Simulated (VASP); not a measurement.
# I (Fd-3m) in VASP: notebook

Runs on I. Level: PBE. Tasks: single point.

Everything below comes from runs of VASP 6.6.1. Logs are shortened: lines on timing, memory, paths and dates and some standing lists are left out, and cuts for length are marked.

## Step 1: The cell of the first run

It takes space group Fd-3m (No. 227, cubic). Conventional cell: a = 6.582 Å, b = 6.582 Å, c = 6.582 Å, α = 90.00°, β = 90.00°, γ = 90.00°. Within 3.8 Å of I (site symmetry -43m) lie 4 I at 2.85 Å.

## Step 2: Single point, PBE

File INCAR:

```
PREC = Accurate
ENCUT = 520
EDIFF = 1E-6
ISMEAR = -1
SIGMA = 0.02
LREAL = False
LASPH = True
NELM = 80
ALGO = Normal
ISIF = 2
LWAVE = False
LCHARG = False
GGA = PE
NBANDS = 14
```

File KPOINTS:

```
regular mesh
0
Gamma
  5 5 5
```

File POSCAR:

```
I
1.0
    0.0000000000      3.2909178854      3.2909178854
    3.2909178854      0.0000000000      3.2909178854
    3.2909178854      3.2909178854      0.0000000000
I
2
Direct
    0.0000000000      0.0000000000      0.0000000000
    0.2500000000      0.2500000000      0.2500000000
```

Potentials or basis: VASP PAW PBE potentials, release 64 (I).

Run with:

```console
$ cat potpaw_PBE.64/I/POTCAR > POTCAR
$ mpirun -np 1 vasp_std > vasp.out
```

OUTCAR:

```text
PREC = Accurate
   ENCUT = 520
   EDIFF = 1E-6
   ISMEAR = -1
   LREAL = False
   LASPH = True
   NELM = 80
   ISIF = 2
   GGA = PE

 ion  position               nearest neighbor table
   1  0.000  0.000  0.000-   2 2.85   2 2.85   2 2.85   2 2.85
   2  0.250  0.250  0.250-   1 2.85   1 2.85   1 2.85   1 2.85

  LATTYP: Found a face centered cubic cell.
 ALAT       =     6.5818357708

  Lattice vectors:

 A1 = (   0.0000000000,   3.2909178854,   3.2909178854)
 A2 = (   3.2909178854,   0.0000000000,   3.2909178854)
 A3 = (   3.2909178854,   3.2909178854,   0.0000000000)

Analysis of symmetry for initial positions (statically):
=====================================================================
 Subroutine PRICEL returns:
 Original cell was already a primitive cell.

 Routine SETGRP: Setting up the symmetry group for a
 face centered cubic supercell.

 Subroutine GETGRP returns: Found 48 space group operations
 (whereof 24 operations were pure point group operations)
 out of a pool of 48 trial point group operations.

The static configuration has the point symmetry T_d .
 The point group associated with its full space group is O_h .

Analysis of symmetry for dynamics (positions and initial velocities):
=====================================================================
 Subroutine PRICEL returns:
 Original cell was already a primitive cell.

 Routine SETGRP: Setting up the symmetry group for a
 face centered cubic supercell.

 Subroutine GETGRP returns: Found 48 space group operations
 (whereof 24 operations were pure point group operations)
 out of a pool of 48 trial point group operations.

The dynamic configuration has the point symmetry T_d .
 The point group associated with its full space group is O_h .

 Subroutine INISYM returns: Found 48 space group operations
 (whereof 24 operations are pure point group operations),
 and found     1 'primitive' translations

----------------------------------------------------------------------------------------

                                     Primitive cell

  volume of cell :      71.2822

  direct lattice vectors                    reciprocal lattice vectors
     0.000000000  3.290917885  3.290917885    -0.151933296  0.151933296  0.151933296
     3.290917885  0.000000000  3.290917885     0.151933296 -0.151933296  0.151933296
     3.290917885  3.290917885  0.000000000     0.151933296  0.151933296 -0.151933296

  length of vectors
     4.654060706  4.654060706  4.654060706     0.263156187  0.263156187  0.263156187

  position of ions in fractional coordinates (direct lattice)
     0.000000000  0.000000000  0.000000000
     0.250000000  0.250000000  0.250000000

  ion indices of the primitive-cell ions
   primitive index   ion index
                 1           1
                 2           2

----------------------------------------------------------------------------------------

 KPOINTS: regular mesh

Automatic generation of k-mesh.
 Grid dimensions read from file:
 generate k-points for:    5    5    5

 Generating k-lattice:

  Cartesian coordinates                     Fractional coordinates (reciprocal lattice)
    -0.030386659  0.030386659  0.030386659     0.200000000  0.000000000  0.000000000
     0.030386659 -0.030386659  0.030386659     0.000000000  0.200000000  0.000000000
     0.030386659  0.030386659 -0.030386659     0.000000000  0.000000000  0.200000000

  Length of vectors
     0.052631237  0.052631237  0.052631237

  Shift w.r.t. Gamma in fractional coordinates (k-lattice)
     0.000000000  0.000000000  0.000000000

 Subroutine IBZKPT returns following result:
 ===========================================

 Found     10 irreducible k-points:

 Following reciprocal coordinates:
            Coordinates               Weight
  0.000000  0.000000  0.000000      1.000000
  0.200000  0.000000  0.000000      8.000000
  0.400000  0.000000  0.000000      8.000000
  0.200000  0.200000  0.000000      6.000000
  0.400000  0.200000  0.000000     24.000000
 -0.400000  0.200000  0.000000     24.000000
 -0.200000  0.200000  0.000000     12.000000
  0.400000  0.400000  0.000000      6.000000
 -0.400000  0.400000  0.000000     12.000000
 -0.400000  0.400000  0.200000     24.000000
   k-points           NKPTS =     10   k-points in BZ     NKDIM =     10   number of bands    NBANDS=     14
   number of dos      NEDOS =    301   number of ions     NIONS =      2
   total plane-waves  NPLWV =  46656
   dimension x,y,z NGX =    36 NGY =   36 NGZ =   36
   dimension x,y,z NGXF=    72 NGYF=   72 NGZF=   72
   ions per type =               2
   NGX,Y,Z   is equivalent  to a cutoff of  12.86, 12.86, 12.86 a.u.
   NGXF,Y,Z  is equivalent  to a cutoff of  25.72, 25.72, 25.72 a.u.
 SYSTEM =  unknown system
   PREC   = accura    normal or accurate (medium, high low for compatibility)
   ISTART =      0    job   : 0-new  1-cont  2-samecut
   ICHARG =      2    charge: 1-file 2-atom 10-const
   ISPIN  =      1    spin polarized calculation?
   LNONCOLLINEAR =      F non collinear calculations
   LSORBIT =      F    spin-orbit coupling
   LASPH  =      T    aspherical Exc in radial PAW
   ENCUT  =  520.0 eV  38.22 Ry    6.18 a.u.   8.65  8.65  8.65*2*pi/ulx,y,z
   NELM   =     80;   NELMIN=  2; NELMDL= -5     # of ELM steps
   EDIFF  = 0.1E-05   stopping-criterion for ELM
   LREAL  =      F    real-space projection
   EDIFFG = 0.1E-04   stopping-criterion for IOM
   NSW    =      0    number of steps for IOM
   IBRION =     -1    ionic relax: 0-MD 1-quasi-New 2-CG
   NFREE  =      0    steps in history (QN), initial steepest desc. (CG)
   ISIF   =      2    stress and relaxation
   ISYM   =      2    0-nonsym 1-usesym 2-fastsym
   POTIM  = 0.5000    time-step for ionic-motion
   TEBEG  =    0.0;   TEEND  =   0.0 temperature during run
   PSTRESS=    0.0 pullay stress
   NELECT =      14.0000    total number of electrons
   NUPDOWN=      -1.0000    fix difference up-down
   EMIN   =  10.00;   EMAX   =-10.00  energy-range for DOS
   EFERMI =   0.00;   METHOD = LEGACY
   ISMEAR =    -1;   SIGMA  =   0.02  broadening in eV -4-tet -1-fermi 0-gaus
   EFERMI_NEDOS =   21; number of points for ismear=-14 and -15
   IALGO  =     38    algorithm
   IMIX   =      4    mixing-type and parameters
     AMIX     =   0.40;   BMIX     =  1.00
     AMIX_MAG =   1.60;   BMIX_MAG =  1.00
  volume/ion in A,a.u.               =      35.64       240.52
  Fermi-wavevector in a.u.,A,eV,Ry     =   0.951606  1.798274 12.320808  0.905554
  Thomas-Fermi vector in A             =   2.080092
   LORBIT       =      0    0 simple, 1 ext, 2 COOP (PROOUT), +10 PAW based schemes
   GGA     = PE    functional components
   LHFCALC =     F    Hartree Fock is set to
   AEXX    =    0.0000 exact exchange contribution
   IVDW    =     0    specifies the selected vdW correction
   LEPSILON=     F    determine dielectric tensor
   LRPA    =     F    only Hartree local field effects (RPA)
 non-spin polarized calculation
  energy-cutoff  :      520.00
  volume of cell :       71.28
 maximum number of plane-waves:      1936
   NGX = 17   NGY = 17   NGZ = 17

 number of electron      14.0000000 magnetization

 Free energy of the ion-electron system (eV)
  ---------------------------------------------------
  ext. energy  EPLUGINS =         0.00000000
  ---------------------------------------------------
  free energy    TOTEN  =        -0.04952279 eV

  energy without entropy =       -0.04440564  energy(sigma->0) =       -0.04696422

 E-fermi :   5.9189     XC(G=0):  -8.5713

 val. band max:        5.9087431572   @ k =   0.4000   0.2000   0.0000
 cond. band min:       6.0702995537   @ k =  -0.4000   0.4000   0.2000
 fundamental gap:      0.1615563965
 Fermi energy:         5.9189153763

 k-point     1 :       0.0000    0.0000    0.0000
  band No.  band energies     occupation
      1     -10.4645      2.00000
      2      -4.8637      2.00000
      3       0.9057      2.00000
      4       0.9057      2.00000
      5       0.9057      2.00000
      6       3.7574      2.00000
      7       3.7574      2.00000
      8       3.7574      2.00000
      9       9.2751      0.00000
     10      11.3850      0.00000
     11      11.3850      0.00000
     12      13.2891      0.00000
     13      13.2891      0.00000
     14      13.2891      0.00000

 k-point     2 :       0.2000    0.0000    0.0000
  band No.  band energies     occupation
      1     -10.2033      2.00000
      2      -5.5951      2.00000
      3       0.6128      2.00000
      4       0.6128      2.00000
      5       0.8783      2.00000
      6       4.2250      2.00000
      7       4.2250      2.00000
      8       4.4418      2.00000
      9      10.2328      0.00000
     10      10.9016      0.00000
     11      10.9016      0.00000
     12      12.8148      0.00000
     13      14.9184      0.00000
     14      14.9184      0.00000

 k-point     3 :       0.4000    0.0000    0.0000
  band No.  band energies     occupation
      1      -9.6048      2.00000
      2      -6.8069      2.00000
      3       0.2584      2.00000
      4       0.2584      2.00000
      5       0.6428      2.00000
      6       4.8063      2.00000
      7       4.8063      2.00000
      8       6.1908      0.00000
      9      10.8712      0.00000
     10      11.4454      0.00000
     11      11.4454      0.00000
     12      12.1419      0.00000
     13      14.0544      0.00000
     14      14.0544      0.00000
[... 86 lines left out ...]
 k-point     9 :      -0.4000    0.4000    0.0000
  band No.  band energies     occupation
      1      -8.5774      2.00000
      2      -8.1249      2.00000
      3      -0.8346      2.00000
      4      -0.4017      2.00000
      5       2.6525      2.00000
      6       3.6926      2.00000
      7       6.5136      0.00000
      8       6.5551      0.00000
      9       9.8303      0.00000
     10      11.3745      0.00000
     11      12.0470      0.00000
     12      14.6646      0.00000
     13      14.8082      0.00000
     14      15.4969      0.00000

 k-point    10 :      -0.4000    0.4000    0.2000
  band No.  band energies     occupation
      1      -8.9367      2.00000
      2      -7.7111      2.00000
      3      -0.8046      2.00000
      4      -0.4170      2.00000
      5       2.8443      2.00000
      6       3.8974      2.00000
      7       6.0703      0.00103
      8       6.1735      0.00001
      9      10.2033      0.00000
     10      10.5330      0.00000
     11      12.6536      0.00000
     12      14.1216      0.00000
     13      15.0352      0.00000
     14      15.5662      0.00000

------------------------ aborting loop because EDIFF is reached ----------------------------------------

  FORCE on cell =-STRESS in cart. coord.  units (eV):
  Direction    XX          YY          ZZ          XY          YZ          ZX
  --------------------------------------------------------------------------------------
  -------------------------------------------------------------------------------------
  Total        8.8649923      8.8649923      8.8649923      0.0000000      0.0000000      0.0000000
  in kB      199.2543496    199.2543496    199.2543496      0.0000000      0.0000000      0.0000000
  external PRESSURE =     199.2543496 kB  Pullay stress =       0.0000000 kB

 VOLUME and BASIS-vectors are now :
 -----------------------------------------------------------------------------
  energy-cutoff  :      520.00
  volume of cell :       71.28
      direct lattice vectors                 reciprocal lattice vectors
     0.000000000  3.290917885  3.290917885    -0.151933296  0.151933296  0.151933296
     3.290917885  0.000000000  3.290917885     0.151933296 -0.151933296  0.151933296
     3.290917885  3.290917885  0.000000000     0.151933296  0.151933296 -0.151933296

 POSITION                                       TOTAL-FORCE (eV/Angst)
 -----------------------------------------------------------------------------------
      0.00000      0.00000      0.00000        -0.000000     -0.000000     -0.000000
      1.64546      1.64546      1.64546         0.000000      0.000000      0.000000
 -----------------------------------------------------------------------------------
    total drift:                                0.000000      0.000000      0.000000

  FREE ENERGIE OF THE ION-ELECTRON SYSTEM (eV)
  ---------------------------------------------------
  free  energy   TOTEN  =        -0.0495227938 eV

  energy  without entropy=       -0.0444056413  energy(sigma->0) =       -0.04696422
```

Run time: 19 s. Hardware: 1 thread of AMD EPYC 7R13, shared host; peak memory 0.17 GiB.

What came out:

```yaml
Free_energy: -0.0495 eV
Pressure: 19.9 GPa
Band_gap_on_the_k_mesh: zero (bands 7 and 8 overlap by 2.87 eV)
```

Caveat: the cell stands under pressure; spin-orbit coupling is left out, which moves the levels of the heavy elements.

## Step 3: Single point, PBE

This run uses another cell than the first one, of 41.66 Å³/atom.

File INCAR:

```
SYSTEM = I
  ALGO = Normal
  EDIFF = 1E-6
  ENCUT = 520
  GGA = PE
  ISIF = 2
  ISMEAR = -1
  LASPH = .TRUE.
  LCHARG = .TRUE.
  LELF = .TRUE.
  LREAL = .FALSE.
  LVHAR = .TRUE.
  LWAVE = .FALSE.
  NBANDS = 14
  NELM = 100
  PREC = Accurate
  SIGMA = 0.02
```

File KPOINTS:

```
k-points
0
G
  5 5 5
  0 0 0
```

File POSCAR:

```
I
1.0
    0.0000000000      3.4667398203      3.4667398203
    3.4667398203      0.0000000000      3.4667398203
    3.4667398203      3.4667398203      0.0000000000
I
2
Direct
    0.0000000000      0.0000000000      0.0000000000
    0.2500000000      0.2500000000      0.2500000000
```

Potentials or basis: VASP PAW PBE potentials, release 64 (I).

Run with:

```console
$ cat potpaw_PBE.64/I/POTCAR > POTCAR
$ mpirun -np 1 vasp_std > vasp.out
```

It took 16 s on 1 thread of AMD EPYC 7R13, shared host; peak memory 0.17 GiB.

The run converged. Its results:

| Item | Value |
| --- | --- |
| Free energy | -1.1274 eV |
| Pressure | 9.9 GPa |
| Band gap on the k mesh | zero (bands 7 and 8 overlap by 2.20 eV) |

Levels at points of the mesh, in eV from the Fermi level:
| k point | band 3 | band 4 | band 5 | band 6 | band 7 | band 8 | band 9 | band 10 | band 11 | band 12 |
| --- | --- | --- | --- | --- | --- | --- | --- | --- | --- | --- |
| (0.00, 0.00, 0.00) | -4.19 | -4.19 | -4.19 | -1.69 | -1.69 | -1.69 | 3.74 | 5.94 | 5.94 | 7.70 |

Caveat: the cell stands under pressure; spin-orbit coupling is left out, which moves the levels of the heavy elements.

## Step 4: Single point, PBE

This run uses another cell than the first one, of 47.21 Å³/atom.

File INCAR:

```
SYSTEM = I
ALGO = Normal
EDIFF = 1E-7
ENCUT = 520
GGA = PE
ISIF = 2
ISMEAR = -1
LASPH = .TRUE.
LCHARG = .FALSE.
LREAL = .FALSE.
LWAVE = .FALSE.
NBANDS = 14
NELM = 80
PREC = Accurate
SIGMA = 0.02
```

KPOINTS is that of step 3.

File POSCAR:

```
I
1.0
    0.0000000000      3.6140675184      3.6140675184
    3.6140675184      0.0000000000      3.6140675184
    3.6140675184      3.6140675184      0.0000000000
I
2
Direct
    0.0000000000      0.0000000000      0.0000000000
    0.2500000000      0.2500000000      0.2500000000
```

Run with:

```console
$ cat potpaw_PBE.64/I/POTCAR > POTCAR
$ mpirun -np 1 vasp_std > vasp.out
```

Wall time 19 s (1 thread of AMD EPYC 7R13, shared host); peak memory 0.2 GiB.

The run converged. Its results:

```yaml
Free_energy: -1.6303 eV
Pressure: 5.0 GPa
Band_gap_on_the_k_mesh: zero (bands 7 and 8 overlap by 1.75 eV)
```

Levels at points of the mesh, in eV from the Fermi level:
```
           k point  band 3  band 4  band 5  band 6  band 7  band 8  band 9  band 10  band 11  band 12
(0.00, 0.00, 0.00)   -3.57   -3.57   -3.57   -1.34   -1.34   -1.34    4.03     6.32     6.32     7.94
```

Caveat: the cell stands under pressure; spin-orbit coupling is left out, which moves the levels of the heavy elements.

## Step 5: Single point, PBE

This run uses another cell than the first one, of 60.03 Å³/atom.

File INCAR:

```
  ALGO = Normal
  EDIFF = 1E-6
  ENCUT = 520
  GGA = PE
  ISIF = 2
  ISMEAR = -1
  LASPH = T
  LCHARG = F
  LREAL = F
  LWAVE = F
  NBANDS = 14
  NELM = 100
  PREC = Accurate
  SIGMA = 0.02
```

File KPOINTS:

```
k-points
0
Gamma
  5 5 5
```

File POSCAR:

```
I
1.0
    0.0000000000      3.9155935264      3.9155935264
    3.9155935264      0.0000000000      3.9155935264
    3.9155935264      3.9155935264      0.0000000000
I
2
Direct
    0.0000000000      0.0000000000      0.0000000000
    0.2500000000      0.2500000000      0.2500000000
```

Run with:

```console
$ cat potpaw_PBE.64/I/POTCAR > POTCAR
$ mpirun -np 1 vasp_std > vasp.out
```

It took 23 s on 1 thread of AMD EPYC 7R13, shared host; peak memory 0.21 GiB.

Results (log left out):

- Free energy: -1.9462 eV
- Pressure: 0.0 GPa
- Band gap on the k mesh: zero (bands 7 and 8 overlap by 1.09 eV)

Levels at points of the mesh, in eV from the Fermi level:
```csv
k point,band 5,band 6,band 7,band 8,band 9,band 10
"(0.00, 0.00, 0.00)",-2.55,-0.83,-0.83,-0.83,4.45,6.94
```

Caveat: spin-orbit coupling is left out, which moves the levels of the heavy elements.

## Step 6: The runs side by side

| cell | gap on the mesh (eV) | pressure (GPa) |
| --- | --- | --- |
| a = 4.654 Å, angles 60.0°, 2 atoms | none | 19.9 |
| a = 4.903 Å, angles 60.0°, 2 atoms | none | 9.9 |
| a = 5.111 Å, angles 60.0°, 2 atoms | none | 5.0 |
| a = 5.537 Å, angles 60.0°, 2 atoms | none | 0.0 |

Alike in all rows: task single point; level PBE; potentials or basis VASP PAW PBE potentials, release 64 (I); no spin polarisation; k mesh 5 × 5 × 5; cutoff (eV) 520; smearing fermi-dirac 0.02 eV.

Caveats: spin-orbit coupling is left out, which moves the levels of the heavy elements; the cell stands under pressure (at least some runs).

Absolute energies hang on the potentials; compare differences alone.
